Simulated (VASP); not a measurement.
# CuO (F-43m) in VASP: further runs

CuO is run at these levels: PBEsol+U; tasks: single point.

All numbers are computed with VASP 6.6.1; they aren't measurements. Logs are shortened: lines on timing, memory, paths and dates and some standing lists are left out, and cuts for length are marked.

### Step 1. The cell of the first run

Symmetry: F-43m, No. 216, cubic system. The conventional cell has a = 4.655 Å, b = 4.655 Å, c = 4.655 Å, α = 90.00°, β = 90.00°, γ = 90.00°. Within 2.7 Å of Cu (site symmetry -43m) lie 4 O at 2.02 Å. Within 2.7 Å of O (site symmetry -43m) lie 4 Cu at 2.02 Å.

### Step 2. Single point, PBEsol+U, collinear spin, ferromagnetic start

INCAR

```
SYSTEM = CuO
ALGO     = Normal         ! electronic algorithm
EDIFF    = 1E-6           ! SCF threshold, eV
ENCUT    = 520            ! plane-wave cutoff, eV
GGA      = PS             ! functional
ISIF     = 2              ! what is computed and relaxed
ISMEAR   = 0              ! smearing method
ISPIN    = 2              ! spin polarisation
LASPH    = .True.         ! aspherical terms in the spheres
LCHARG   = .False.        ! write CHGCAR
LDAU     = .True.         ! DFT+U
LDAUJ    = 0 0          
LDAUL    = 2 -1           ! shell
LDAUPRINT= 1            
LDAUTYPE = 2            
LDAUU    = 4 0            ! U, eV
LMAXMIX  = 4              ! l up to which the mixer works
LORBIT   = 11             ! projections on sites
LREAL    = .False.        ! projectors in reciprocal space
LWAVE    = .False.        ! write WAVECAR
MAGMOM   = 0.42 0.38      ! initial moments
NBANDS   = 20             ! bands
NELM     = 150            ! most SCF steps
PREC     = Accurate       ! precision mode
SIGMA    = 0.05           ! smearing width, eV
```

KPOINTS

```
k-points
0
Gamma
  7 7 7
  0 0 0
```

POSCAR

```
CuO
1.0
    0.0000000000      2.3272527300      2.3272527300
    2.3272527300      0.0000000000      2.3272527300
    2.3272527300      2.3272527300      0.0000000000
Cu O
1 1
Direct
    0.0000000000      0.0000000000      0.0000000000
    0.2500000000      0.2500000000      0.2500000000
```

Potentials or basis: VASP PAW PBE potentials, release 64 (Cu, O).

Command:

```bash
> cat potpaw_PBE.64/Cu/POTCAR potpaw_PBE.64/O/POTCAR > POTCAR
> mpirun -np 1 vasp_std > vasp.out
```

OUTCAR:

```text
SYSTEM = CuO
   EDIFF = 1E-6
   ENCUT = 520
   GGA = PS
   ISIF = 2
   ISMEAR = 0
   ISPIN = 2
   LASPH = .True.
   LORBIT = 11
   LREAL = .False.
   NELM = 150
   PREC = Accurate

 ion  position               nearest neighbor table
   1  0.000  0.000  0.000-   2 2.02   2 2.02   2 2.02   2 2.02
   2  0.250  0.250  0.250-   1 2.02   1 2.02   1 2.02   1 2.02

  LATTYP: Found a face centered cubic cell.
 ALAT       =     4.6545054600

  Lattice vectors:

 A1 = (   0.0000000000,   2.3272527300,   2.3272527300)
 A2 = (   2.3272527300,   0.0000000000,   2.3272527300)
 A3 = (   2.3272527300,   2.3272527300,   0.0000000000)

Analysis of symmetry for initial positions (statically):
=====================================================================
 Subroutine PRICEL returns:
 Original cell was already a primitive cell.

 Routine SETGRP: Setting up the symmetry group for a
 face centered cubic supercell.

 Subroutine GETGRP returns: Found 24 space group operations
 (whereof 24 operations were pure point group operations)
 out of a pool of 48 trial point group operations.

The static configuration has the point symmetry T_d .

Analysis of symmetry for dynamics (positions and initial velocities):
=====================================================================
 Subroutine PRICEL returns:
 Original cell was already a primitive cell.

 Routine SETGRP: Setting up the symmetry group for a
 face centered cubic supercell.

 Subroutine GETGRP returns: Found 24 space group operations
 (whereof 24 operations were pure point group operations)
 out of a pool of 48 trial point group operations.

The dynamic configuration has the point symmetry T_d .

Analysis of structural, dynamic, and magnetic symmetry:
=====================================================================
 Subroutine PRICEL returns:
 Original cell was already a primitive cell.

 Routine SETGRP: Setting up the symmetry group for a
 face centered cubic supercell.

[... 167 lines left out ...]
  o =  0.9484  v =  0.0000  0.0000  0.0000  0.0000  0.0000  0.0000  0.0000 -0.8197  0.0000  0.5729      0.0000  0.0000  0.0000  0.0000  0.0000  0.0000  0.0000  0.0000  0.0000  0.0000
  o =  0.9709  v =  0.0000 -0.0000  0.5596 -0.0000  0.8288  0.0000  0.0000  0.0000  0.0000  0.0000      0.0000  0.0000  0.0000  0.0000  0.0000  0.0000  0.0000  0.0000  0.0000  0.0000
  o =  0.9709  v =  0.0000 -0.0000  0.8288 -0.0000 -0.5596  0.0000  0.0000  0.0000  0.0000  0.0000      0.0000  0.0000  0.0000  0.0000  0.0000  0.0000  0.0000  0.0000  0.0000  0.0000
  o =  0.9720  v =  0.0000  0.5317  0.0000  0.8469 -0.0000  0.0000  0.0000  0.0000  0.0000  0.0000      0.0000  0.0000  0.0000  0.0000  0.0000  0.0000  0.0000  0.0000  0.0000  0.0000
  o =  0.9720  v =  1.0000  0.0000  0.0000  0.0000  0.0000  0.0000  0.0000  0.0000  0.0000  0.0000      0.0000  0.0000  0.0000  0.0000  0.0000  0.0000  0.0000  0.0000  0.0000  0.0000
  o =  0.9720  v =  0.0000  0.8469 -0.0000 -0.5317  0.0000  0.0000  0.0000  0.0000  0.0000  0.0000      0.0000  0.0000  0.0000  0.0000  0.0000  0.0000  0.0000  0.0000  0.0000  0.0000

 number of electron      16.9999985 magnetization       0.8781056

 Free energy of the ion-electron system (eV)
  ---------------------------------------------------
  ext. energy  EPLUGINS =         0.00000000
  ---------------------------------------------------
  free energy    TOTEN  =        -8.80859693 eV

  energy without entropy =       -8.80509591  energy(sigma->0) =       -8.80684642

 E-fermi :   2.4706     XC(G=0): -10.7955

 val. band max:        2.4679461595   @ k =  -0.2857   0.1429   0.0000
 cond. band min:       2.5243555420   @ k =   0.1429   0.0000   0.0000
 fundamental gap:      0.0564093825
 Fermi energy:         2.4706003141

 spin component 1

 k-point     1 :       0.0000    0.0000    0.0000
  band No.  band energies     occupation
      1     -15.6621      1.00000
      2      -2.4810      1.00000
      3      -2.4810      1.00000
      4      -2.4810      1.00000
      5      -0.3090      1.00000
      6      -0.3090      1.00000
[... 436 lines left out ...]
      6      -0.2273      1.00000
[... 12 lines left out ...]
     19      31.2372      0.00000
     20      33.0445      0.00000
 Fermi energy:         2.4706003141

 spin component 2

 k-point     1 :       0.0000    0.0000    0.0000
  band No.  band energies     occupation
      1     -15.0709      1.00000
      2      -1.6051      1.00000
      3      -1.6051      1.00000
      4      -1.6051      1.00000
      5       0.1394      1.00000
      6       0.1394      1.00000
[... 449 lines left out ...]
     19      31.3397      0.00000
     20      33.2030      0.00000

------------------------ aborting loop because EDIFF is reached ----------------------------------------

  FORCE on cell =-STRESS in cart. coord.  units (eV):
  Direction    XX          YY          ZZ          XY          YZ          ZX
  --------------------------------------------------------------------------------------
  -------------------------------------------------------------------------------------
  Total       -2.3972963     -2.3972963     -2.3972963      0.0000000      0.0000000      0.0000000
  in kB     -152.3602442   -152.3602442   -152.3602442      0.0000000      0.0000000      0.0000000
  external PRESSURE =    -152.3602442 kB  Pullay stress =       0.0000000 kB

 VOLUME and BASIS-vectors are now :
 -----------------------------------------------------------------------------
  energy-cutoff  :      520.00
  volume of cell :       25.21
      direct lattice vectors                 reciprocal lattice vectors
     0.000000000  2.327252730  2.327252730    -0.214845596  0.214845596  0.214845596
     2.327252730  0.000000000  2.327252730     0.214845596 -0.214845596  0.214845596
     2.327252730  2.327252730  0.000000000     0.214845596  0.214845596 -0.214845596

 POSITION                                       TOTAL-FORCE (eV/Angst)
 -----------------------------------------------------------------------------------
      0.00000      0.00000      0.00000         0.000000      0.000000      0.000000
      1.16363      1.16363      1.16363        -0.000000     -0.000000     -0.000000
 -----------------------------------------------------------------------------------
    total drift:                                0.000001      0.000001     -0.000000

  FREE ENERGIE OF THE ION-ELECTRON SYSTEM (eV)
  ---------------------------------------------------
  free  energy   TOTEN  =        -8.8085969339 eV

  energy  without entropy=       -8.8050959082  energy(sigma->0) =       -8.80684642

 total charge

# of ion       s       p       d       tot
------------------------------------------
    1        0.323   0.328   9.215   9.865
    2        1.559   3.309   0.000   4.868
--------------------------------------------------
tot          1.881   3.636   9.215  14.733

 magnetization (x)

# of ion       s       p       d       tot
------------------------------------------
    1       -0.008   0.013   0.481   0.486
    2        0.007   0.349   0.000   0.355
--------------------------------------------------
tot         -0.001   0.362   0.481   0.841
```

stdout:

```text
POSCAR found type information on POSCAR CuO
 POSCAR found :  2 types and       2 ions
 scaLAPACK will be used
 -----------------------------------------------------------------------------
|                                                                             |
|                                                                             |
|     You enforced a specific xc type in the INCAR file but a different       |
|     I HOPE YOU KNOW WHAT YOU ARE DOING!                                     |
|                                                                             |
 -----------------------------------------------------------------------------

 LDA part: xc-table for (Slater+PW92), standard interpolation
 POSCAR, INCAR and KPOINTS ok, starting setup
 FFT: planning ... GRIDC
 FFT: planning ... GRID_SOFT
 FFT: planning ... GRID
 WAVECAR not read
 entering main loop
```

Run time: 8.9 s. Hardware: 1 thread of Intel Xeon 6975P-C (Granite Rapids), shared host; peak memory 0.15 GiB.

What came out:

* Free energy: -8.8086 eV
* Pressure: -15.2 GPa
* Net moment: 0.88 μB per cell
* Site moments: Cu +0.49; O +0.35 μB
* Valence electrons inside the program's atomic spheres: Cu 9.87; O 4.87

Levels at points of the mesh, in eV from the Fermi level:
Spin up:
| k point | band 6 | band 7 | band 8 | band 9 | band 10 | band 11 | band 12 | band 13 |
| --- | --- | --- | --- | --- | --- | --- | --- | --- |
| (0.00, 0.00, 0.00) | -2.78 | 0.17 | 0.17 | 0.17 | 1.21 | 14.23 | 14.23 | 14.23 |
Spin down:
| k point | band 6 | band 7 | band 8 | band 9 | band 10 | band 11 |
| --- | --- | --- | --- | --- | --- | --- |
| (0.00, 0.00, 0.00) | -2.33 | 1.16 | 1.16 | 1.16 | 1.35 | 14.30 |

Eigenvalues of the final occupation matrices:
```csv
site,spin,trace,eigenvalues
site 1 d,1,4.86,0.97 0.97 0.97 0.97 0.97
site 1 d,2,4.38,0.83 0.83 0.83 0.95 0.95
```

Caveat: the PAW data sets were made with another functional, which shifts forces and pressure a little; a cell with one magnetic atom can't hold antiferromagnetic order, which such compounds often take.

### Step 3. Single point, PBEsol+U, collinear spin, ferromagnetic start

INCAR

```
SYSTEM = CuO
PREC = Accurate ; ENCUT = 520
EDIFF = 1E-7 ; ISMEAR = 0
SIGMA = 0.05 ; LREAL = .FALSE.
LASPH = .TRUE. ; NELM = 150
ALGO = Normal ; ISIF = 2
LWAVE = .FALSE. ; LCHARG = .FALSE.
ISPIN = 2 ; MAGMOM = 0.55 0.52
LORBIT = 11 ; NUPDOWN = 1.0
LMAXMIX = 4 ; LDAU = .TRUE.
LDAUTYPE = 2 ; LDAUL = 2 -1
LDAUU = 4 0 ; LDAUJ = 0 0
LDAUPRINT = 1 ; GGA = PS
NBANDS = 20
```

KPOINTS

```
Automatic mesh
0
G
  7 7 7
  0 0 0
```

POSCAR is that of step 2.

Potentials or basis: VASP PAW PBE potentials, release 64 (Cu, O).

Command:

```bash
> cat potpaw_PBE.64/Cu/POTCAR potpaw_PBE.64/O/POTCAR > POTCAR
> mpirun -np 1 vasp_std > vasp.out
```

It took 9.2 s on 1 thread of Intel Xeon 6975P-C (Granite Rapids), shared host; peak memory 0.15 GiB.

It converged, with:

```yaml
Free_energy: -8.8073 eV
Pressure: -14.8 GPa
Net_moment: 1.00 μB per cell
Site_moments: Cu +0.55; O +0.41 μB
Valence_electrons_inside_the_program's_atomic_spheres: Cu 9.86; O 4.87
```

Eigenvalues of the final occupation matrices:
```
    site  spin  trace               eigenvalues
site 1 d     1   4.89  0.97 0.97 0.98 0.98 0.98
site 1 d     2   4.34  0.82 0.82 0.82 0.95 0.95
```

Caveat: the PAW data sets were made with another functional, which shifts forces and pressure a little; the total moment is fixed, so each spin has its own Fermi level; a cell with one magnetic atom can't hold antiferromagnetic order, which such compounds often take.

### Step 4. Single point, PBEsol+U, collinear spin, ferromagnetic start

INCAR

```
PREC     = Accurate       # precision mode
ENCUT    = 520            # plane-wave cutoff, eV
EDIFF    = 1E-6           # SCF threshold, eV
ISMEAR   = 0              # smearing method
SIGMA    = 0.05           # smearing width, eV
LREAL    = False          # projectors in reciprocal space
LASPH    = True           # aspherical terms in the spheres
NELM     = 150            # most SCF steps
ALGO     = Normal         # electronic algorithm
ISIF     = 2              # what is computed and relaxed
LWAVE    = False          # write WAVECAR
LCHARG   = False          # write CHGCAR
ISPIN    = 2              # spin polarisation
MAGMOM   = 0.42 0.38      # initial moments
LORBIT   = 11             # projections on sites
NUPDOWN  = 0.75           # fixed moment
LMAXMIX  = 4              # l up to which the mixer works
LDAU     = True           # DFT+U
LDAUTYPE = 2            
LDAUL    = 2 -1           # shell
LDAUU    = 4 0            # U, eV
LDAUJ    = 0 0          
LDAUPRINT= 1            
GGA      = PS             # functional
NBANDS   = 20             # bands
```

KPOINTS

```
regular mesh
0
Gamma
  7 7 7
```

POSCAR is that of step 3.

Command:

```bash
> cat potpaw_PBE.64/Cu/POTCAR potpaw_PBE.64/O/POTCAR > POTCAR
> mpirun -np 1 vasp_std > vasp.out
```

Run time: 8.8 s. Hardware: 1 thread of Intel Xeon 6975P-C (Granite Rapids), shared host; peak memory 0.15 GiB.

It converged, with:

```
Free energy                                           : -8.8062 eV
Pressure                                              : -15.6 GPa
Net moment                                            : 0.75 μB per cell
Site moments                                          : Cu +0.42; O +0.30 μB
Valence electrons inside the program's atomic spheres : Cu 9.87; O 4.87
```

Eigenvalues of the final occupation matrices:
```csv
site,spin,trace,eigenvalues
site 1 d,1,4.83,0.96 0.96 0.96 0.97 0.97
site 1 d,2,4.41,0.84 0.84 0.84 0.95 0.95
```

Caveat: the PAW data sets were made with another functional, which shifts forces and pressure a little; the total moment is fixed, so each spin has its own Fermi level; a cell with one magnetic atom can't hold antiferromagnetic order, which such compounds often take.

### Step 5. Summary

| fixed moment (μB) | pressure (GPa) | moment (μB) |
| --- | --- | --- |
| - | -15.2 | 0.88 |
| 1.0 | -14.8 | 1.00 |
| 0.75 | -15.6 | 0.75 |

Alike in all rows: task single point; level PBEsol+U; potentials or basis VASP PAW PBE potentials, release 64 (Cu, O); spin collinear, ferromagnetic start; Cu d U = 4.0 eV; cell as given; k mesh 7 × 7 × 7; cutoff (eV) 520; smearing gaussian 0.05 eV.

Caveats: the PAW data sets were made with another functional, which shifts forces and pressure a little; a cell with one magnetic atom can't hold antiferromagnetic order, which such compounds often take; the total moment is fixed, so each spin has its own Fermi level (some runs).

Absolute energies hang on the potentials; compare differences alone.
